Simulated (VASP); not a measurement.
GaSi2S2, 5 atoms in the cell. The structure is hexagonal, space group P-6m2 (No. 187). Conventional cell: a = 4.362 Å, b = 4.362 Å, c = 6.009 Å, α = 90.00°, β = 90.00°, γ = 120.00°. Ga (site symmetry -6m2) has 5 S at 2.52 to 3.00 Å and 6 Si at 3.11 Å within 3.3 Å. Si (site symmetry 3m) has 1 Si at 2.35 Å and 3 S at 2.78 Å within 3.1 Å. Within 3.7 Å of S (site symmetry -6m2) lie 6 Si at 2.78 Å and 2 Ga at 3.00 Å. Within 3.3 Å of S (site symmetry -6m2) lie 3 Ga at 2.52 Å and 6 Si at 3.11 Å. 

* Program: VASP 6.6.1
* Task: single point
* Functional: PBE
* Potentials or basis: VASP PAW PBE potentials, release 64 (Ga_d, Si, S)
* Cutoff: 500 eV
* k mesh: 5 × 5 × 2
* Occupations: gaussian, width 0.2 eV
* Spin: no spin polarisation
* Dipole correction: no
* Further INCAR settings: ALGO = Normal; EDIFF = 1e-06; NBANDS = 24

Potentials or basis: VASP PAW PBE potentials, release 64 (Ga_d, Si, S).

Command:

```console
$ cat potpaw_PBE.64/Ga_d/POTCAR potpaw_PBE.64/Si/POTCAR potpaw_PBE.64/S/POTCAR > POTCAR
$ mpirun -np 1 vasp_std > vasp.out
```

Hardware: 1 thread of AMD EPYC 9R45 (Zen 5), with other jobs on the host.

Question: How long does it take, and how much memory?

Answer: Wall time 11 s on 1 thread of AMD EPYC 9R45 (Zen 5), on a shared host, peak memory 0.18 GiB. Counts: scf iterations 14, k points 10.
